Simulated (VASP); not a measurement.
# SiB4 (P6/mmm) in VASP: notebook, part 2 of 2

VASP 6.6.1. The steps go on from the part before.

**3. Relaxation of cell and atoms, PBE**

This run uses another cell than the first one, of 11.15 Å³/atom, 0.998 times its volume.

File INCAR:

```
PREC     = Accurate       # precision mode
ENCUT    = 600            # plane-wave cutoff, eV
EDIFF    = 1E-6           # SCF threshold, eV
ISMEAR   = 0              # smearing method
SIGMA    = 0.1            # smearing width, eV
LREAL    = F              # projectors in reciprocal space
LASPH    = T              # aspherical terms in the spheres
NELM     = 100            # most SCF steps
ALGO     = Normal         # electronic algorithm
ISIF     = 3              # what is computed and relaxed
LWAVE    = F              # write WAVECAR
LCHARG   = F              # write CHGCAR
GGA      = PE             # functional
IBRION   = 2              # ionic algorithm
NSW      = 100            # ionic steps
EDIFFG   = -0.01          # ionic threshold
```

File KPOINTS:

```
Automatic mesh
0
Gamma
  12 12 10
```

File POSCAR:

```
SiB4
1.0
    4.0057660595      0.0000000000      0.0000000000
   -2.0028830297      3.4690951691      0.0000000000
    0.0000000000      0.0000000000      4.0117759958
Si B
1 4
Direct
    0.0000000000      0.0000000000      0.0000000000
    0.5000000000      0.0000000000      0.0000000000
    0.0000000000      0.5000000000      0.0000000000
    0.5000000000      0.5000000000      0.0000000000
    0.0000000000      0.0000000000      0.5000000000
```

Potentials or basis: VASP PAW PBE potentials, release 64 (Si, B).

Command:

```sh
cat potpaw_PBE.64/Si/POTCAR potpaw_PBE.64/B/POTCAR > POTCAR
mpirun -np 1 vasp_std > vasp.out
```

OUTCAR:

```text
PREC = Accurate
   ENCUT = 600
   EDIFF = 1E-6
   ISMEAR = 0
   LREAL = F
   LASPH = T
   NELM = 100
   ISIF = 3
   GGA = PE
   IBRION = 2
   NSW = 100
   EDIFFG = -0.01

 ion  position               nearest neighbor table
   1  0.000  0.000  0.000-   3 2.00   3 2.00   4 2.00   4 2.00   2 2.00   2 2.00   5 2.01   5 2.01

   2  0.500  0.000  0.000-   4 2.00   4 2.00   3 2.00   3 2.00   1 2.00   1 2.00
   3  0.000  0.500  0.000-   1 2.00   1 2.00   2 2.00   2 2.00   4 2.00   4 2.00
   4  0.500  0.500  0.000-   2 2.00   2 2.00   1 2.00   1 2.00   3 2.00   3 2.00
   5  0.000  0.000  0.500-   1 2.01   1 2.01

  LATTYP: Found a hexagonal cell.
 ALAT       =     4.0057660595
 C/A-ratio  =     1.0015003213

  Lattice vectors:

 A1 = (   4.0057660595,   0.0000000000,   0.0000000000)
 A2 = (  -2.0028830297,   3.4690951691,   0.0000000000)
 A3 = (   0.0000000000,   0.0000000000,   4.0117759958)

Analysis of symmetry for initial positions (statically):
=====================================================================
 Subroutine PRICEL returns:
 Original cell was already a primitive cell.

 Routine SETGRP: Setting up the symmetry group for a
 hexagonal supercell.

 Subroutine GETGRP returns: Found 24 space group operations
 (whereof 24 operations were pure point group operations)
 out of a pool of 24 trial point group operations.

The static configuration has the point symmetry D_6h.

Analysis of symmetry for dynamics (positions and initial velocities):
=====================================================================
 Subroutine PRICEL returns:
 Original cell was already a primitive cell.

 Routine SETGRP: Setting up the symmetry group for a
 hexagonal supercell.

 Subroutine GETGRP returns: Found 24 space group operations
 (whereof 24 operations were pure point group operations)
 out of a pool of 24 trial point group operations.

The dynamic configuration has the point symmetry D_6h.
[... 184 lines left out ...]

  FREE ENERGIE OF THE ION-ELECTRON SYSTEM (eV)
  ---------------------------------------------------
  free  energy   TOTEN  =       -24.3245996552 eV

  energy  without entropy=      -24.3166993689  energy(sigma->0) =      -24.32064951

--------------------------------------- Ionic step        2  -------------------------------------------

 number of electron      15.9999999 magnetization

 Free energy of the ion-electron system (eV)
  ---------------------------------------------------
  ext. energy  EPLUGINS =         0.00000000
  ---------------------------------------------------
  free energy    TOTEN  =       -24.32464987 eV

  energy without entropy =      -24.31669392  energy(sigma->0) =      -24.32067189

 E-fermi :   5.0166     XC(G=0): -10.2185

 val. band max:        5.0140769696   @ k =   0.2500   0.2500   0.3000
 cond. band min:       5.0326682328   @ k =   0.1667   0.1667   0.0000
 fundamental gap:      0.0185912632
 Fermi energy:         5.0165814910

 k-point     1 :       0.0000    0.0000    0.0000
  band No.  band energies     occupation
      1      -9.5027      2.00000
      2      -1.5060      2.00000
      3      -1.5060      2.00000
      4      -0.9191      2.00000
      5      -0.6372      2.00000
      6      -0.0115      2.00000
      7       3.2031      2.00000
      8       3.2031      2.00000
      9       5.6754      0.00000
     10       6.6748      0.00000
     11       8.1073      0.00000
     12       8.1073      0.00000
[... 331 lines left out ...]
 k-point    24 :       0.3333    0.0000    0.1000
  band No.  band energies     occupation
      1      -8.4183      2.00000
      2      -4.9817      2.00000
      3      -1.9603      2.00000
      4      -1.8457      2.00000
      5      -0.5180      2.00000
      6       2.1723      2.00000
      7       3.9230      2.00000
      8       5.1258      0.12236
      9       6.5012      0.00000
     10       7.0845      0.00000
     11       7.4030      0.00000
     12       7.6492      0.00000

 [... further k-points ...]
[... 5 lines left out ...]
  --------------------------------------------------------------------------------------
  -------------------------------------------------------------------------------------
  Total       -0.0316731     -0.0316731     -0.0235355     -0.0000000      0.0000000      0.0000000
  in kB       -0.9090161     -0.9090161     -0.6754681     -0.0000000      0.0000000      0.0000000
  external PRESSURE =      -0.8311668 kB  Pullay stress =       0.0000000 kB

 VOLUME and BASIS-vectors are now :
 -----------------------------------------------------------------------------
  energy-cutoff  :      600.00
  volume of cell :       55.83
      direct lattice vectors                 reciprocal lattice vectors
     4.009071348  0.000000000  0.000000000     0.249434324  0.144010974  0.000000000
    -2.004535674  3.471957633  0.000000000    -0.000000000  0.288021948  0.000000000
     0.000000000 -0.000000000  4.010622220     0.000000000 -0.000000000  0.249337870

 POSITION                                       TOTAL-FORCE (eV/Angst)
 -----------------------------------------------------------------------------------
      0.00000      0.00000      0.00000        -0.000000     -0.000000      0.000000
      2.00454      0.00000      0.00000        -0.000000     -0.000000      0.000000
     -1.00227      1.73598      0.00000         0.000000      0.000000      0.000000
      1.00227      1.73598      0.00000         0.000000      0.000000      0.000000
      0.00000     -0.00000      2.00531        -0.000000     -0.000000      0.000000
 -----------------------------------------------------------------------------------
    total drift:                                0.000000      0.000000     -0.000000

  FREE ENERGIE OF THE ION-ELECTRON SYSTEM (eV)
  ---------------------------------------------------
  free  energy   TOTEN  =       -24.3246498673 eV

  energy  without entropy=      -24.3166939199  energy(sigma->0) =      -24.32067189

 reached required accuracy - stopping structural energy minimisation
```

OSZICAR:

```text
N       E                     dE             d eps       ncg     rms          rms(c)
DAV:   1     0.376772388591E+02    0.37677E+02   -0.74801E+03  2736   0.126E+03
DAV:   2    -0.221964864724E+02   -0.59874E+02   -0.55056E+02  3664   0.191E+02
DAV:   3    -0.253885078564E+02   -0.31920E+01   -0.29613E+01  3796   0.386E+01
DAV:   4    -0.254587553669E+02   -0.70248E-01   -0.69799E-01  3592   0.543E+00
[... 11 lines left out ...]
DAV:   1    -0.243247935146E+02   -0.19465E-03   -0.29152E-03  3068   0.451E-01    0.545E-02
DAV:   2    -0.243246557153E+02    0.13780E-03   -0.51040E-04  3388   0.167E-01    0.226E-02
DAV:   3    -0.243246523730E+02    0.33423E-05   -0.21761E-05  3228   0.381E-02    0.137E-02
DAV:   4    -0.243246501072E+02    0.22658E-05   -0.55876E-06  3348   0.166E-02    0.273E-03
DAV:   5    -0.243246498673E+02    0.23984E-06   -0.62006E-07  1892   0.589E-03
   2 F= -.24324650E+02 E0= -.24320672E+02  d E =-.502121E-04
```

CONTCAR:

```text
SiB4
   1.00000000000000
     4.0090713483504548    0.0000000000000476    0.0000000000000000
    -2.0045356741251448    3.4719576332112050    0.0000000000000000
     0.0000000000000000   -0.0000000000000000    4.0106222204141355
  Si              B
     1     4
Direct
     0.0000000000000000    0.0000000000000000    0.0000000000000000
     0.5000000000000000    0.0000000000000000    0.0000000000000000
     0.0000000000000000    0.5000000000000000    0.0000000000000000
     0.5000000000000000    0.5000000000000000    0.0000000000000000
     0.0000000000000000    0.0000000000000000    0.5000000000000000

  0.00000000E+00  0.00000000E+00  0.00000000E+00
  0.00000000E+00  0.00000000E+00  0.00000000E+00
  0.00000000E+00  0.00000000E+00  0.00000000E+00
  0.00000000E+00  0.00000000E+00  0.00000000E+00
  0.00000000E+00  0.00000000E+00  0.00000000E+00
```

It took 35 s on 1 thread of Intel Xeon 6975P-C (Granite Rapids), shared host; peak memory 0.23 GiB.

What came out:

```
Free energy                            : -24.3246 eV
Relaxed volume                         : 11.17 Å³/atom
Relaxed cell                           : a = 4.009 Å, b = 4.009 Å, c = 4.011 Å, α = 90.00°, β = 90.00°, γ = 120.00°
Space group after relaxing (to 0.05 Å) : P6/mmm (No. 191)
Energy gained by relaxing              : 0.0 meV/atom
Ionic steps                            : 2
Pressure after relaxing                : -0.1 GPa
Band gap on the k mesh                 : zero (band 8 reaches 6.09 eV, above the bottom of band 9 at 3.69 eV)
```

Final structure:
```
Si B
1.0
     4.00907    0.00000    0.00000
    -2.00454    3.47196    0.00000
     0.00000    0.00000    4.01062
Si B
1 4
Direct
  0.00000 0.00000 0.00000
  0.50000 0.00000 0.00000
  0.00000 0.50000 0.00000
  0.50000 0.50000 0.00000
  0.00000 0.00000 0.50000
```

Levels at points of the mesh, in eV from the Fermi level:
| k point | band 6 | band 7 | band 8 | band 9 | band 10 | band 11 |
| --- | --- | --- | --- | --- | --- | --- |
| (0.00, 0.00, 0.00) | -5.03 | -1.81 | -1.81 | 0.66 | 1.66 | 3.09 |
| (0.50, 0.00, 0.00) | -3.01 | -1.59 | 0.69 | 1.06 | 2.50 | 2.84 |
| (0.00, 0.00, 0.50) | -2.63 | -1.53 | -1.53 | 0.20 | 0.89 | 0.89 |
| (0.50, 0.00, 0.50) | -4.23 | -0.57 | 0.75 | 1.06 | 1.14 | 3.60 |

**4. Single point, PBE**

This run uses another cell than the first one, of 11.15 Å³/atom, 0.998 times its volume.

File INCAR:

```
PREC = Accurate
ENCUT = 520
EDIFF = 1E-6
ISMEAR = 0
SIGMA = 0.1
LREAL = F
LASPH = T
NELM = 100
ALGO = Normal
ISIF = 2
LWAVE = F
LCHARG = F
GGA = PE
NBANDS = 16
```

File KPOINTS:

```
Automatic mesh
0
Gamma
  6 6 6
```

POSCAR is that of step 3.

Command:

```sh
cat potpaw_PBE.64/Si/POTCAR potpaw_PBE.64/B/POTCAR > POTCAR
mpirun -np 1 vasp_std > vasp.out
```

Wall time 10 s (1 thread of Intel Xeon 6975P-C (Granite Rapids), shared host); peak memory 0.17 GiB.

It converged, with:

| Quantity | Value |
| --- | --- |
| Free energy | -24.2790 eV |
| Pressure | -0.2 GPa |
| Band gap on the k mesh | zero (band 8 reaches 6.10 eV, above the bottom of band 9 at 3.41 eV) |

Stress tensor (GPa, compression positive):
```
-0.26  0.00  0.00
 0.00 -0.26  0.00
 0.00  0.00 -0.02
```

Levels at points of the mesh, in eV from the Fermi level:
| k point | band 4 | band 5 | band 6 | band 7 | band 8 | band 9 | band 10 | band 11 | band 12 | band 13 |
| --- | --- | --- | --- | --- | --- | --- | --- | --- | --- | --- |
| (0.00, 0.00, 0.00) | -5.95 | -5.66 | -5.03 | -1.81 | -1.81 | 0.66 | 1.66 | 3.08 | 3.08 | 4.54 |
| (0.50, 0.00, 0.00) | -7.09 | -4.43 | -3.03 | -1.60 | 0.68 | 1.05 | 2.50 | 2.83 | 3.09 | 4.06 |
| (0.00, 0.00, 0.50) | -6.23 | -5.58 | -2.63 | -1.53 | -1.53 | 0.20 | 0.89 | 0.89 | 3.46 | 3.46 |
| (0.50, 0.00, 0.50) | -6.83 | -6.78 | -4.24 | -0.57 | 0.74 | 1.06 | 1.14 | 3.61 | 4.85 | 5.64 |

**5. Relaxation of cell and atoms, PBE**

This run uses another cell than the first one, of 7.70 Å³/atom, 0.689 times its volume.

File INCAR:

```
PREC = Accurate
ENCUT = 600
EDIFF = 1E-6
ISMEAR = 0
SIGMA = 0.1
LREAL = F
LASPH = T
NELM = 100
ALGO = Normal
ISIF = 3
LWAVE = F
LCHARG = F
GGA = PE
IBRION = 2
NSW = 90
EDIFFG = -0.04
```

KPOINTS is that of step 4.

Edit POSCAR of step 4 so:

```diff
@@ -2,5 +2,5 @@
 1.0
-    4.0057660595      0.0000000000      0.0000000000
-   -2.0028830297      3.4690951691      0.0000000000
-    0.0000000000      0.0000000000      4.0117759958
+    3.7043776200      0.0000000000      0.0000000000
+   -1.8521888100      3.2080851200      0.0000000000
+    0.0000000000      0.0000000000      3.2414443600
 Si B
```

Command:

```sh
cat potpaw_PBE.64/Si/POTCAR potpaw_PBE.64/B/POTCAR > POTCAR
mpirun -np 1 vasp_std > vasp.out
```

It took 39 s on 1 thread of Intel Xeon 6975P-C (Granite Rapids), shared host; peak memory 0.16 GiB.

The run converged. Its results:

```yaml
Free_energy: -24.2747 eV
Relaxed_volume: 11.14 Å³/atom
Relaxed_cell: a = 4.004 Å, b = 4.004 Å, c = 4.011 Å, α = 90.00°, β = 90.00°, γ = 120.00°
Space_group_after_relaxing_to_0.05_Å: P6/mmm (No. 191)
Energy_gained_by_relaxing: 881.0 meV/atom
Ionic_steps: 8
Pressure_after_relaxing: 0.0 GPa
Band_gap_on_the_k_mesh: zero (band 8 reaches 6.11 eV, above the bottom of band 9 at 3.42 eV)
```

Stress tensor (GPa, compression positive):
```
-0.03  0.00  0.00
 0.00 -0.03  0.00
 0.00  0.00  0.08
```

Step by step:
```csv
step,energy change (eV),largest force (eV/Å),pressure (GPa),volume (Å³)
1,0.0000,0.0000,94.57,38.52
2,-3.5387,0.0000,-17.22,69.20
3,-4.3791,0.0000,-0.21,55.49
4,-4.3805,0.0000,-2.02,56.34
5,-4.3812,0.0000,-1.19,55.95
6,-4.4036,0.0000,0.97,55.24
7,-4.4036,0.0000,0.90,55.26
8,-4.4051,0.0000,0.01,55.68
```

Final structure:
```yaml
crystal:
  lattice:
    - [4.00378, 0.00000, 0.00000]
    - [-2.00189, 3.46737, 0.00000]
    - [0.00000, 0.00000, 4.01091]
  atoms:
    - { symbol: Si, position: [0.00000, 0.00000, 0.00000] }
    - { symbol: B, position: [0.50000, 0.00000, 0.00000] }
    - { symbol: B, position: [0.00000, 0.50000, 0.00000] }
    - { symbol: B, position: [0.50000, 0.50000, 0.00000] }
    - { symbol: B, position: [0.00000, 0.00000, 0.50000] }
```

Levels at points of the mesh, in eV from the Fermi level:
```csv
k point,band 6,band 7,band 8,band 9,band 10,band 11
"(0.00, 0.00, 0.00)",-5.03,-1.81,-1.81,0.66,1.66,3.08
"(0.50, 0.00, 0.00)",-3.03,-1.61,0.68,1.05,2.50,2.83
"(0.00, 0.00, 0.50)",-2.63,-1.53,-1.53,0.20,0.89,0.89
"(0.50, 0.00, 0.50)",-4.24,-0.57,0.74,1.06,1.13,3.61
```

Caveat: the volume moved by over 15 % at a fixed basis, so the end points are rough.

**6. The runs side by side**

```tsv
task	cell	k mesh	cutoff (eV)	gap on the mesh (eV)	pressure (GPa)	relaxed volume (Å³/atom)
single point	a = 4.010, b = 4.010, c = 4.012 Å, angles 90.0, 90.0, 120.0°, 5 atoms	12 × 12 × 10	520	none	-0.2	-
relaxation of cell and atoms	relaxed from a = 4.006, b = 4.006, c = 4.012 Å, angles 90.0, 90.0, 120.0°, 5 atoms	12 × 12 × 10	600	none	-0.1	11.17
single point	a = 4.006, b = 4.006, c = 4.012 Å, angles 90.0, 90.0, 120.0°, 5 atoms	6 × 6 × 6	520	none	-0.2	-
relaxation of cell and atoms	relaxed from a = 3.704, b = 3.704, c = 3.241 Å, angles 90.0, 90.0, 120.0°, 5 atoms	6 × 6 × 6	600	none	0.0	11.14
```

Alike in all rows: level PBE; potentials or basis VASP PAW PBE potentials, release 64 (Si, B); no spin polarisation; smearing gaussian 0.1 eV.

Caveats: the volume moved by over 15 % at a fixed basis, so the end points are rough (some runs).

Total energies depend on the potentials used, so only differences within one code and one set of settings carry meaning.
